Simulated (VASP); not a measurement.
# LiAsCl6 (P4/mmm) in VASP: single point with r2SCAN+rVV10

Aim: the single point of LiAsCl6 with r2SCAN+rVV10.

Everything below comes from runs of VASP 6.6.1. Logs are shortened: lines on timing, memory, paths and dates and some standing lists are left out, and cuts for length are marked.

### Step 1. The cell of the first run

It takes space group P4/mmm (No. 123, tetragonal). The conventional cell has a = 3.772 Å, b = 3.772 Å, c = 12.010 Å, α = 90.00°, β = 90.00°, γ = 90.00°. Li (site symmetry 4/mmm) has 4 Cl at 2.67 Å within 3.5 Å. Cl (site symmetry 4/mmm) has 4 As at 2.67 Å and 8 Cl at 3.34 Å within 3.5 Å. Cl (site symmetry 4/mmm) has 4 Li at 2.67 Å within 3.5 Å. Within 3.5 Å of Cl (site symmetry 2mm) lie 6 Cl at 2.67 to 3.34 Å and 2 As at 3.34 Å. As (site symmetry 4/mmm) has 12 Cl at 2.67 to 3.34 Å within 3.5 Å.

### Step 2. Single point, r2SCAN+rVV10

Input file POSCAR:

```
LiAsCl6
1.0
    3.7719306949      0.0000000000      0.0000000000
    0.0000000000      3.7719306949      0.0000000000
    0.0000000000      0.0000000000     12.0095000396
Li Cl As
1 6 1
Direct
    0.5000000000      0.5000000000      0.5000000000
    0.5000000000      0.5000000000      0.0000000000
    0.0000000000      0.0000000000      0.5000000000
    0.0000000000      0.5000000000      0.2299254611
    0.5000000000      0.0000000000      0.7700745389
    0.5000000000      0.0000000000      0.2299254611
    0.0000000000      0.5000000000      0.7700745389
    0.0000000000      0.0000000000      0.0000000000
```

Input file INCAR.step1:

```
ALGO = Normal
EDIFF = 1E-4
ENCUT = 520
GGA = PE
ISMEAR = -1
LASPH = True
LCHARG = False
LREAL = False
LWAVE = True
NBANDS = 35
NELM = 60
PREC = Accurate
SIGMA = 0.03
```

Input file INCAR.step2:

```
ALGO = Normal
BPARAM = 11.95
CPARAM = 0.0093
EDIFF = 1E-6
ENCUT = 520
ISIF = 2
ISMEAR = -1
ISTART = 1
IVDW_NL = 2
LASPH = True
LCHARG = False
LMIXTAU = True
LREAL = False
LUSE_VDW = True
LWAVE = False
METAGGA = R2SCAN
NBANDS = 35
NELM = 60
PREC = Accurate
SIGMA = 0.03
```

Input file KPOINTS:

```
k-points
0
Gamma
  8 8 4
```

Potentials or basis: VASP PAW PBE potentials, release 64 (Li_sv, Cl, As).

The run is started by

```
$ cat potpaw_PBE.64/Li_sv/POTCAR potpaw_PBE.64/Cl/POTCAR potpaw_PBE.64/As/POTCAR > POTCAR
$ cp INCAR.step1 INCAR
$ mpirun -np 1 vasp_std > vasp.out
$ cp INCAR.step2 INCAR
$ mpirun -np 1 vasp_std > vasp.out
```

OUTCAR:

```text
BPARAM = 11.95
   EDIFF = 1E-6
   ENCUT = 520
   ISIF = 2
   ISMEAR = -1
   ISTART = 1
   IVDW_NL = 2
   LASPH = True
   LREAL = False
   METAGGA = R2SCAN
   NELM = 60
   PREC = Accurate

 ion  position               nearest neighbor table
   1  0.500  0.500  0.500-
   2  0.500  0.500  0.000-   8 2.67   8 2.67   8 2.67   8 2.67
   3  0.000  0.000  0.500-
   4  0.000  0.500  0.230-
   5  0.500  0.000  0.770-
   6  0.500  0.000  0.230-
   7  0.000  0.500  0.770-
   8  0.000  0.000  0.000-   2 2.67   2 2.67   2 2.67   2 2.67

  LATTYP: Found a simple tetragonal cell.
 ALAT       =     3.7719306949
 C/A-ratio  =     3.1839132293

  Lattice vectors:

 A1 = (   3.7719306949,   0.0000000000,   0.0000000000)
 A2 = (   0.0000000000,   3.7719306949,   0.0000000000)
 A3 = (   0.0000000000,   0.0000000000,  12.0095000396)

Analysis of symmetry for initial positions (statically):
=====================================================================
 Subroutine PRICEL returns:
 Original cell was already a primitive cell.

 Routine SETGRP: Setting up the symmetry group for a
 simple tetragonal supercell.

 Subroutine GETGRP returns: Found 16 space group operations
 (whereof 16 operations were pure point group operations)
 out of a pool of 16 trial point group operations.

The static configuration has the point symmetry D_4h.

Analysis of symmetry for dynamics (positions and initial velocities):
=====================================================================
 Subroutine PRICEL returns:
 Original cell was already a primitive cell.

 Routine SETGRP: Setting up the symmetry group for a
 simple tetragonal supercell.

 Subroutine GETGRP returns: Found 16 space group operations
 (whereof 16 operations were pure point group operations)
 out of a pool of 16 trial point group operations.

The dynamic configuration has the point symmetry D_4h.

 Subroutine INISYM returns: Found 16 space group operations
 (whereof 16 operations are pure point group operations),
 and found     1 'primitive' translations

----------------------------------------------------------------------------------------

                                     Primitive cell

  volume of cell :     170.8647
[... 96 lines left out ...]
   LNONCOLLINEAR =      F non collinear calculations
   LSORBIT =      F    spin-orbit coupling
   LASPH  =      T    aspherical Exc in radial PAW
   ENCUT  =  520.0 eV  38.22 Ry    6.18 a.u.   7.01  7.01 22.33*2*pi/ulx,y,z
   NELM   =     60;   NELMIN=  2; NELMDL=  0     # of ELM steps
   EDIFF  = 0.1E-05   stopping-criterion for ELM
   LREAL  =      F    real-space projection
   EDIFFG = 0.1E-04   stopping-criterion for IOM
   NSW    =      0    number of steps for IOM
   IBRION =     -1    ionic relax: 0-MD 1-quasi-New 2-CG
   NFREE  =      0    steps in history (QN), initial steepest desc. (CG)
   ISIF   =      2    stress and relaxation
   ISYM   =      2    0-nonsym 1-usesym 2-fastsym
   POTIM  = 0.5000    time-step for ionic-motion
   TEBEG  =    0.0;   TEEND  =   0.0 temperature during run
   PSTRESS=    0.0 pullay stress
   NELECT =      50.0000    total number of electrons
   NUPDOWN=      -1.0000    fix difference up-down
   EMIN   =  10.00;   EMAX   =-10.00  energy-range for DOS
   EFERMI =   0.00;   METHOD = LEGACY
   ISMEAR =    -1;   SIGMA  =   0.03  broadening in eV -4-tet -1-fermi 0-gaus
   EFERMI_NEDOS =   21; number of points for ismear=-14 and -15
   IALGO  =     38    algorithm
   IMIX   =      4    mixing-type and parameters
     AMIX     =   0.40;   BMIX     =  1.00
     AMIX_MAG =   1.60;   BMIX_MAG =  1.00
  volume/ion in A,a.u.               =      21.36       144.13
  Fermi-wavevector in a.u.,A,eV,Ry     =   1.086878  2.053901 16.072608  1.181303
  Thomas-Fermi vector in A             =   2.223025
   LORBIT       =      0    0 simple, 1 ext, 2 COOP (PROOUT), +10 PAW based schemes
   METAGGA = R2SCAN    functional components
   LHFCALC =     F    Hartree Fock is set to
   AEXX    =    0.0000 exact exchange contribution
   IVDW_NL    =     2    kernel type
   BPARAM     =11.9500
   IVDW    =     0    specifies the selected vdW correction
   LEPSILON=     F    determine dielectric tensor
   LRPA    =     F    only Hartree local field effects (RPA)
 non-spin polarized calculation
  energy-cutoff  :      520.00
  volume of cell :      170.86
 maximum number of plane-waves:      4636
   NGX = 15   NGY = 15   NGZ = 45

 number of electron      50.0000000 magnetization

 Free energy of the ion-electron system (eV)
  ---------------------------------------------------
  ext. energy  EPLUGINS =         0.00000000
  ---------------------------------------------------
  free energy    TOTEN  =       -53.19610803 eV

  energy without entropy =      -53.16841104  energy(sigma->0) =      -53.18225954

 E-fermi :   2.2485     XC(G=0):  -9.5605

 val. band max:        2.2479602299   @ k =   0.1250   0.0000   0.0000
 cond. band min:       2.2495007048   @ k =   0.1250   0.0000   0.2500
 fundamental gap:      0.0015404749
 Fermi energy:         2.2484843193

 k-point     1 :       0.0000    0.0000    0.0000
  band No.  band energies     occupation
      1     -44.0356      2.00000
      2     -15.6295      2.00000
      3     -14.9992      2.00000
      4     -14.7286      2.00000
      5     -11.5025      2.00000
      6     -11.5008      2.00000
[... 901 lines left out ...]
     34      11.9089      0.00000
     35      12.2554      0.00000

 [... further k-points ...]
[... 5 lines left out ...]
  --------------------------------------------------------------------------------------
  -------------------------------------------------------------------------------------
  Total       -0.1734479     -0.1734479      0.1937291      0.0000000     -0.0000000      0.0000000
  in kB       -1.6263994     -1.6263994      1.8165739      0.0000000     -0.0000000      0.0000000
  external PRESSURE =      -0.4787416 kB  Pullay stress =       0.0000000 kB

 VOLUME and BASIS-vectors are now :
 -----------------------------------------------------------------------------
  energy-cutoff  :      520.00
  volume of cell :      170.86
      direct lattice vectors                 reciprocal lattice vectors
     3.771930695  0.000000000  0.000000000     0.265116218  0.000000000  0.000000000
     0.000000000  3.771930695  0.000000000     0.000000000  0.265116218  0.000000000
     0.000000000  0.000000000 12.009500040     0.000000000  0.000000000  0.083267413

 POSITION                                       TOTAL-FORCE (eV/Angst)
 -----------------------------------------------------------------------------------
      1.88597      1.88597      6.00475        -0.000000      0.000000      0.000000
      1.88597      1.88597      0.00000        -0.000000      0.000000      0.000000
      0.00000      0.00000      6.00475        -0.000000      0.000000      0.000000
      0.00000      1.88597      2.76129         0.000000     -0.000000      0.022884
      1.88597      0.00000      9.24821        -0.000000      0.000000     -0.022884
      1.88597      0.00000      2.76129         0.000000      0.000000      0.022884
      0.00000      1.88597      9.24821        -0.000000     -0.000000     -0.022884
      0.00000      0.00000      0.00000        -0.000000      0.000000      0.000000
 -----------------------------------------------------------------------------------
    total drift:                                0.000000      0.000000     -0.000000

  FREE ENERGIE OF THE ION-ELECTRON SYSTEM (eV)
  ---------------------------------------------------
  free  energy   TOTEN  =       -53.1961080300 eV

  energy  without entropy=      -53.1684110447  energy(sigma->0) =      -53.18225954
```

OUTCAR.step1:

```text
EDIFF = 1E-4
   ENCUT = 520
   GGA = PE
   ISMEAR = -1
   LASPH = True
   LREAL = False
[... 1155 lines left out ...]
      1.88597      0.00000      2.76129         0.000000      0.000000      0.024741
      0.00000      1.88597      9.24821        -0.000000      0.000000     -0.024741
      0.00000      0.00000      0.00000         0.000000      0.000000      0.000000
 -----------------------------------------------------------------------------------
    total drift:                                0.000000      0.000000     -0.000000

  FREE ENERGIE OF THE ION-ELECTRON SYSTEM (eV)
  ---------------------------------------------------
  free  energy   TOTEN  =       -18.0179878149 eV

  energy  without entropy=      -17.9904164662  energy(sigma->0) =      -18.00420214
```

Wall time 17 min (1 thread of Intel Xeon 8259CL, shared host); peak memory 0.68 GiB.

Results:

| Property | Result |
| --- | --- |
| Free energy | -53.1961 eV |
| Largest force | 0.023 eV/Å |
| Band gap on the k mesh | zero (bands 25 and 26 overlap by 2.10 eV) |

Forces on the atoms (eV/Å):
```
Li   0.000  0.000  0.000
Cl   0.000  0.000  0.000
Cl   0.000  0.000  0.000
Cl   0.000  0.000  0.023
Cl   0.000  0.000 -0.023
Cl   0.000  0.000  0.023
Cl   0.000  0.000 -0.023
As   0.000  0.000  0.000
```

Levels at points of the mesh, in eV from the Fermi level:
```
           k point  band 21  band 22  band 23  band 24  band 25  band 26  band 27  band 28  band 29  band 30
(0.00, 0.00, 0.00)    -0.98    -0.98     0.36     0.36     0.38     0.38     0.56     2.90     2.90     5.23
(0.50, 0.00, 0.00)    -2.74    -2.49    -2.21    -1.98    -0.88    -0.71    -0.49    -0.39     0.31     6.80
(0.50, 0.50, 0.00)    -1.95    -0.90    -0.23     1.27     1.27     1.29     1.29     3.76     3.76     6.35
(0.00, 0.00, 0.50)    -0.98    -0.98     0.36     0.36     0.38     0.38     0.46     2.90     2.90     5.24
(0.50, 0.00, 0.50)    -2.74    -2.57    -2.36    -1.78    -0.79    -0.70    -0.53    -0.39     0.25     6.88
(0.50, 0.50, 0.50)    -2.07    -0.82    -0.33     1.27     1.27     1.29     1.29     3.76     3.76     6.58
```

Caveat: the cutoff is under 1.25 times the usual one of these potentials, so pressure, stress and relaxed cells hold a basis-set (Pulay) error; the PAW data sets were made with another functional, which shifts forces and pressure a little.
